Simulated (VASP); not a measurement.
# Sb (P6_3/mmc) in VASP: notebook

Sb is run at these levels: PBEsol; tasks: electric field gradients.

All numbers are computed with VASP 6.6.1; they aren't measurements. Logs are shortened: lines on timing, memory, paths and dates and some standing lists are left out, and cuts for length are marked.

**1. The cell of the first run**

The structure is hexagonal, space group P6_3/mmc (No. 194). Conventional cell: a = 3.413 Å, b = 3.413 Å, c = 5.400 Å, α = 90.00°, β = 90.00°, γ = 120.00°. Within 4.4 Å of Sb (site symmetry -6m2) lie 12 Sb at 3.34 to 3.41 Å.

**2. Electric field gradients, PBEsol (volume scaled by 1.04)**

Input file INCAR:

```
ALGO     = Normal         # electronic algorithm
EDIFF    = 1E-8           # SCF threshold, eV
ENCUT    = 520            # plane-wave cutoff, eV
GGA      = PS             # functional
ISIF     = 2              # what is computed and relaxed
ISMEAR   = -1             # smearing method
LASPH    = True           # aspherical terms in the spheres
LCHARG   = False          # write CHGCAR
LEFG     = True         
LREAL    = False          # projectors in reciprocal space
LWAVE    = False          # write WAVECAR
NBANDS   = 12             # bands
NELM     = 60             # most SCF steps
PREC     = Accurate       # precision mode
SIGMA    = 0.05           # smearing width, eV
```

Input file KPOINTS:

```
k-points
0
Gamma
  12 12 7
```

Input file POSCAR:

```
Sb
1.0
    3.4133342133      0.0000000000      0.0000000000
   -1.7066671067      2.9560341404      0.0000000000
    0.0000000000      0.0000000000      5.4001396224
Sb
2
Direct
    0.3333333333      0.6666666667      0.2500000000
    0.6666666667      0.3333333333      0.7500000000
```

Potentials or basis: VASP PAW PBE potentials, release 64 (Sb).

Launch:

```sh
$ cat potpaw_PBE.64/Sb/POTCAR > POTCAR
$ mpirun -np 1 vasp_std > vasp.out
```

OUTCAR:

```text
EDIFF = 1E-8
   ENCUT = 520
   GGA = PS
   ISIF = 2
   ISMEAR = -1
   LASPH = True
   LREAL = False
   NELM = 60
   PREC = Accurate

 ion  position               nearest neighbor table
   1  0.333  0.667  0.250-   2 3.34   2 3.34   2 3.34   2 3.34   2 3.34   2 3.34
   2  0.667  0.333  0.750-   1 3.34   1 3.34   1 3.34   1 3.34   1 3.34   1 3.34

  LATTYP: Found a hexagonal cell.
 ALAT       =     3.4133342133
 C/A-ratio  =     1.5820717471

  Lattice vectors:

 A1 = (   3.4133342133,   0.0000000000,   0.0000000000)
 A2 = (  -1.7066671067,   2.9560341404,   0.0000000000)
 A3 = (   0.0000000000,   0.0000000000,   5.4001396224)

Analysis of symmetry for initial positions (statically):
[... 35 lines left out ...]
                                     Primitive cell

  volume of cell :      54.4870

  direct lattice vectors                    reciprocal lattice vectors
     3.413334213  0.000000000  0.000000000     0.292968674  0.169145543  0.000000000
    -1.706667107  2.956034140  0.000000000     0.000000000  0.338291086  0.000000000
     0.000000000  0.000000000  5.400139622     0.000000000  0.000000000  0.185180397

  length of vectors
     3.413334213  3.413334213  5.400139622     0.338291086  0.338291086  0.185180397

  position of ions in fractional coordinates (direct lattice)
     0.333333333  0.666666667  0.250000000
     0.666666667  0.333333333  0.750000000

  ion indices of the primitive-cell ions
   primitive index   ion index
                 1           1
                 2           2

----------------------------------------------------------------------------------------

 KPOINTS: k-points

Automatic generation of k-mesh.
 Grid dimensions read from file:
 generate k-points for:   12   12    7

 Generating k-lattice:

  Cartesian coordinates                     Fractional coordinates (reciprocal lattice)
     0.024414056  0.014095462  0.000000000     0.083333333  0.000000000  0.000000000
     0.000000000  0.028190924  0.000000000     0.000000000  0.083333333  0.000000000
     0.000000000  0.000000000  0.026454342     0.000000000  0.000000000  0.142857143

  Length of vectors
     0.028190924  0.028190924  0.026454342

  Shift w.r.t. Gamma in fractional coordinates (k-lattice)
     0.000000000  0.000000000  0.000000000

 Subroutine IBZKPT returns following result:
 ===========================================

 Found     76 irreducible k-points:

 Following reciprocal coordinates:
            Coordinates               Weight
  0.000000  0.000000  0.000000      1.000000
  0.083333  0.000000  0.000000      6.000000
  0.166667  0.000000  0.000000      6.000000
  0.250000  0.000000  0.000000      6.000000
  0.333333  0.000000  0.000000      6.000000
  0.416667  0.000000  0.000000      6.000000
[... 16 lines left out ...]
  0.250000  0.000000  0.142857     12.000000
  0.333333  0.000000  0.142857     12.000000
 [... further k-points ...]
   k-points           NKPTS =     76   k-points in BZ     NKDIM =     76   number of bands    NBANDS=     12
   number of dos      NEDOS =    301   number of ions     NIONS =      2
   total plane-waves  NPLWV =  31360
   dimension x,y,z NGX =    28 NGY =   28 NGZ =   40
   dimension x,y,z NGXF=    56 NGYF=   56 NGZF=   80
   ions per type =               2
   NGX,Y,Z   is equivalent  to a cutoff of  13.64, 13.64, 12.31 a.u.
   NGXF,Y,Z  is equivalent  to a cutoff of  27.27, 27.27, 24.63 a.u.
 SYSTEM =  unknown system
   PREC   = accura    normal or accurate (medium, high low for compatibility)
   ISTART =      0    job   : 0-new  1-cont  2-samecut
   ICHARG =      2    charge: 1-file 2-atom 10-const
   ISPIN  =      1    spin polarized calculation?
   LNONCOLLINEAR =      F non collinear calculations
   LSORBIT =      F    spin-orbit coupling
   LASPH  =      T    aspherical Exc in radial PAW
   ENCUT  =  520.0 eV  38.22 Ry    6.18 a.u.   6.35  6.35 10.04*2*pi/ulx,y,z
   NELM   =     60;   NELMIN=  2; NELMDL= -5     # of ELM steps
   EDIFF  = 0.1E-07   stopping-criterion for ELM
   LREAL  =      F    real-space projection
   EDIFFG = 0.1E-06   stopping-criterion for IOM
   NSW    =      0    number of steps for IOM
   IBRION =     -1    ionic relax: 0-MD 1-quasi-New 2-CG
   NFREE  =      0    steps in history (QN), initial steepest desc. (CG)
   ISIF   =      2    stress and relaxation
   ISYM   =      2    0-nonsym 1-usesym 2-fastsym
   POTIM  = 0.5000    time-step for ionic-motion
   TEBEG  =    0.0;   TEEND  =   0.0 temperature during run
   PSTRESS=    0.0 pullay stress
   NELECT =      10.0000    total number of electrons
   NUPDOWN=      -1.0000    fix difference up-down
   EMIN   =  10.00;   EMAX   =-10.00  energy-range for DOS
   EFERMI =   0.00;   METHOD = LEGACY
   ISMEAR =    -1;   SIGMA  =   0.05  broadening in eV -4-tet -1-fermi 0-gaus
   EFERMI_NEDOS =   21; number of points for ismear=-14 and -15
   IALGO  =     38    algorithm
   IMIX   =      4    mixing-type and parameters
     AMIX     =   0.40;   BMIX     =  1.00
     AMIX_MAG =   1.60;   BMIX_MAG =  1.00
  volume/ion in A,a.u.               =      27.24       183.85
  Fermi-wavevector in a.u.,A,eV,Ry     =   0.930344  1.758096 11.776396  0.865541
  Thomas-Fermi vector in A             =   2.056723
   LORBIT       =      0    0 simple, 1 ext, 2 COOP (PROOUT), +10 PAW based schemes
   GGA     = PS    functional components
   LHFCALC =     F    Hartree Fock is set to
   AEXX    =    0.0000 exact exchange contribution
   IVDW    =     0    specifies the selected vdW correction
   LEPSILON=     F    determine dielectric tensor
   LRPA    =     F    only Hartree local field effects (RPA)
 non-spin polarized calculation
  energy-cutoff  :      520.00
  volume of cell :       54.49
 maximum number of plane-waves:      1484
 NGX is ok and might be reduce to    28
   NGX = 13   NGY = 13   NGZ = 21

 number of electron      10.0000000 magnetization

 Free energy of the ion-electron system (eV)
  ---------------------------------------------------
  ext. energy  EPLUGINS =         0.00000000
  ---------------------------------------------------
  free energy    TOTEN  =        -8.66229608 eV

  energy without entropy =       -8.65205956  energy(sigma->0) =       -8.65717782

 E-fermi :   8.2541     XC(G=0): -10.2815

 val. band max:        8.2291545828   @ k =   0.1667   0.0000   0.0000
 cond. band min:       8.2562836489   @ k =   0.3333   0.2500   0.0000
 fundamental gap:      0.0271290661
 Fermi energy:         8.2541009803

 k-point     1 :       0.0000    0.0000    0.0000
  band No.  band energies     occupation
      1      -4.6252      2.00000
      2      -0.6316      2.00000
      3       2.5249      2.00000
      4      11.3959      0.00000
      5      11.3959      0.00000
      6      13.1093      0.00000
      7      13.1093      0.00000
      8      13.9619      0.00000
      9      15.4672      0.00000
     10      16.9936      0.00000
     11      17.9826      0.00000
     12      17.9826      0.00000

 k-point     2 :       0.0833    0.0000    0.0000
  band No.  band energies     occupation
      1      -4.5076      2.00000
      2      -0.5324      2.00000
      3       2.6483      2.00000
      4      10.2518      0.00000
      5      10.9683      0.00000
      6      12.4990      0.00000
      7      13.2292      0.00000
      8      13.7562      0.00000
      9      15.9459      0.00000
     10      16.7092      0.00000
     11      18.0289      0.00000
     12      18.5977      0.00000

 k-point     3 :       0.1667    0.0000    0.0000
  band No.  band energies     occupation
      1      -4.1564      2.00000
      2      -0.2447      2.00000
      3       3.0155      2.00000
      4       8.2292      1.24441
      5      10.1788      0.00000
      6      11.0852      0.00000
      7      13.0289      0.00000
      8      13.1191      0.00000
      9      14.8147      0.00000
     10      17.3646      0.00000
     11      17.7731      0.00000
     12      18.5758      0.00000

 k-point     4 :       0.2500    0.0000    0.0000
  band No.  band energies     occupation
      1      -3.5786      2.00000
      2       0.1865      2.00000
      3       3.6158      2.00000
      4       6.2366      2.00000
      5       9.3949      0.00000
      6       9.4277      0.00000
      7      11.7637      0.00000
      8      12.7038      0.00000
      9      13.7359      0.00000
     10      16.5642      0.00000
     11      17.5338      0.00000
     12      17.9583      0.00000

 k-point     5 :       0.3333    0.0000    0.0000
  band No.  band energies     occupation
      1      -2.7937      2.00000
      2       0.6008      2.00000
      3       4.4226      2.00000
      4       4.6291      2.00000
      5       7.6984      1.99997
      6       8.8435      0.00002
      7      10.2633      0.00000
      8      12.2570      0.00000
      9      13.0114      0.00000
     10      16.0436      0.00000
     11      17.1248      0.00000
     12      17.5136      0.00000
[... 228 lines left out ...]
      1      -4.4024      2.00000
      2      -1.0477      2.00000
      3       3.3716      2.00000
      4      10.3443      0.00000
      5      11.0572      0.00000
      6      12.2862      0.00000
      7      12.9926      0.00000
      8      13.0897      0.00000
      9      15.9101      0.00000
     10      16.7525      0.00000
     11      17.7917      0.00000
     12      17.8745      0.00000

 k-point    22 :       0.1667    0.0000    0.1429
  band No.  band energies     occupation
      1      -4.0517      2.00000
      2      -0.7396      2.00000
      3       3.7044      2.00000
      4       8.3414      0.29707
      5      10.2783      0.00000
      6      10.7519      0.00000
      7      12.6468      0.00000
      8      12.8790      0.00000
      9      14.8633      0.00000
     10      17.0107      0.00000
     11      17.2622      0.00000
     12      18.3615      0.00000

 k-point    23 :       0.2500    0.0000    0.1429
  band No.  band energies     occupation
      1      -3.4749      2.00000
      2      -0.2623      2.00000
      3       4.1903      2.00000
      4       6.4160      2.00000
      5       8.9608      0.00000
      6       9.5334      0.00000
      7      11.8552      0.00000
      8      12.4103      0.00000
      9      13.9122      0.00000
     10      15.9593      0.00000
     11      17.0045      0.00000
     12      18.3568      0.00000

 k-point    24 :       0.3333    0.0000    0.1429
  band No.  band energies     occupation
      1      -2.6924      2.00000
      2       0.2642      2.00000
      3       4.1584      2.00000
      4       5.5273      2.00000
      5       7.2045      2.00000
      6       8.9524      0.00000
      7      10.6958      0.00000
      8      11.9444      0.00000
      9      13.1732      0.00000
     10      15.3310      0.00000
     11      17.1311      0.00000
     12      17.9678      0.00000

 [... further k-points ...]
[... 5 lines left out ...]
  --------------------------------------------------------------------------------------
  -------------------------------------------------------------------------------------
  Total       -0.7677645     -0.7677645     -1.1631838      0.0000000      0.0000000      0.0000000
  in kB      -22.5759137    -22.5759137    -34.2031159      0.0000000      0.0000000      0.0000000
  external PRESSURE =     -26.4516477 kB  Pullay stress =       0.0000000 kB

 VOLUME and BASIS-vectors are now :
 -----------------------------------------------------------------------------
  energy-cutoff  :      520.00
  volume of cell :       54.49
      direct lattice vectors                 reciprocal lattice vectors
     3.413334213  0.000000000  0.000000000     0.292968674  0.169145543  0.000000000
    -1.706667107  2.956034140  0.000000000     0.000000000  0.338291086  0.000000000
     0.000000000  0.000000000  5.400139622     0.000000000  0.000000000  0.185180397

 POSITION                                       TOTAL-FORCE (eV/Angst)
 -----------------------------------------------------------------------------------
     -0.00000      1.97069      1.35003        -0.000000      0.000000      0.000000
      1.70667      0.98534      4.05010         0.000000     -0.000000      0.000000
 -----------------------------------------------------------------------------------
    total drift:                               -0.000000      0.000000      0.000000

  FREE ENERGIE OF THE ION-ELECTRON SYSTEM (eV)
  ---------------------------------------------------
  free  energy   TOTEN  =        -8.6622960802 eV

  energy  without entropy=       -8.6520595594  energy(sigma->0) =       -8.65717782

 Electric field gradients (V/A^2)
---------------------------------------------------------------------
 ion       V_xx      V_yy      V_zz      V_xy      V_xz      V_yz
---------------------------------------------------------------------
   1     -11.052   -11.052    22.105     0.000     0.000    -0.000
   2     -11.052   -11.052    22.105     0.000    -0.000     0.000
---------------------------------------------------------------------

 Electric field gradients after diagonalization (V/A^2)
 (convention: |V_zz| > |V_xx| > |V_yy|)
----------------------------------------------------------------------
 ion       V_xx      V_yy      V_zz     asymmetry (V_yy - V_xx)/ V_zz
----------------------------------------------------------------------
   1     -11.052   -11.052    22.105       0.000
   2     -11.052   -11.052    22.105       0.000
----------------------------------------------------------------------

           NMR quadrupolar parameters

 Cq : quadrupolar parameter    Cq=e*Q*V_zz/h
 eta: asymmetry parameters     (V_yy - V_xx)/ V_zz
 Q  : nuclear electric quadrupole moment in mb (millibarn)
----------------------------------------------------------------------
 ion       Cq(MHz)       eta       Q (mb)
----------------------------------------------------------------------
   1       0.053       0.000       1.000
   2       0.053       0.000       1.000
----------------------------------------------------------------------
```

It took 15 s on 1 thread of Intel Xeon 6975P-C (Granite Rapids), shared host; peak memory 0.2 GiB.

Results:

```yaml
Free_energy: -8.6623 eV
Pressure: -2.6 GPa
Band_gap_on_the_k_mesh: zero (band 5 reaches 12.05 eV, above the bottom of band 6 at 5.43 eV)
```

Electric field gradients, principal values (V/Å²):
```csv
atom,least,middle,greatest (by size)
1 Sb,-11.052,-11.052,22.105
2 Sb,-11.052,-11.052,22.105
```

Caveat: without QUAD_EFG the Cq values of the log hold for a quadrupole moment of 1 mb, not for the nuclei; the PAW data sets were made with another functional, which shifts forces and pressure a little; spin-orbit coupling is left out, which moves the levels of the heavy elements.

(Part 1 of 3 ends here.)
